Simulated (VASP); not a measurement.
Set up this calculation in VASP 6.6.1, as the native input.

| Item | Value |
| --- | --- |
| Task | single point |
| Functional | PBEsol |
| Potentials or basis | VASP PAW PBE potentials, release 64 (P) |
| Cutoff | 520 eV |
| k mesh | 12 × 12 × 12 |
| Occupations | gaussian, width 0.15 eV |
| Spin | no spin polarisation |
| Dipole correction | no |
| Further INCAR settings | ALGO = Normal; EDIFF = 1e-06; NBANDS = 8 |

The structure of P lies in POSCAR:

```
P
1.0
    4.1660822360      0.0000000000      0.0000000000
    0.0000000000      4.1660822360      0.0000000000
    0.0000000000      0.0000000000      4.3780000000
P
1
Direct
    0.0000000000      0.0000000000      0.0000000000
```

This cell differs from its parent crystal: strain -0.025 along x and y, +0.000 along z.

These files were run (other wordings do the same):

INCAR

```
PREC     = Accurate       # precision mode
ENCUT    = 520            # plane-wave cutoff, eV
EDIFF    = 1E-6           # SCF threshold, eV
ISMEAR   = 0              # smearing method
SIGMA    = 0.15           # smearing width, eV
LREAL    = False          # projectors in reciprocal space
LASPH    = True           # aspherical terms in the spheres
NELM     = 100            # most SCF steps
ALGO     = Normal         # electronic algorithm
ISIF     = 2              # what is computed and relaxed
LWAVE    = False          # write WAVECAR
LCHARG   = False          # write CHGCAR
GGA      = PS             # functional
NBANDS   = 8              # bands
```

KPOINTS

```
regular mesh
0
Gamma
  12 12 12
```

Potentials or basis: VASP PAW PBE potentials, release 64 (P).

The run is started by

```sh
$ cat potpaw_PBE.64/P/POTCAR > POTCAR
$ mpirun -np 1 vasp_std > vasp.out
```

Results of the run:

```yaml
Pressure: -4.3 GPa
```

Caveat: the cell differs from its parent crystal (strain -0.025 along x and y, +0.000 along z); the PAW data sets were made with another functional, which shifts forces and pressure a little.

Run time: 52 s on 1 thread of Intel(R) Xeon(R) Platinum 8375C CPU @ 2.90GHz (Ice Lake), with other jobs on the host, peak memory 0.24 GiB.
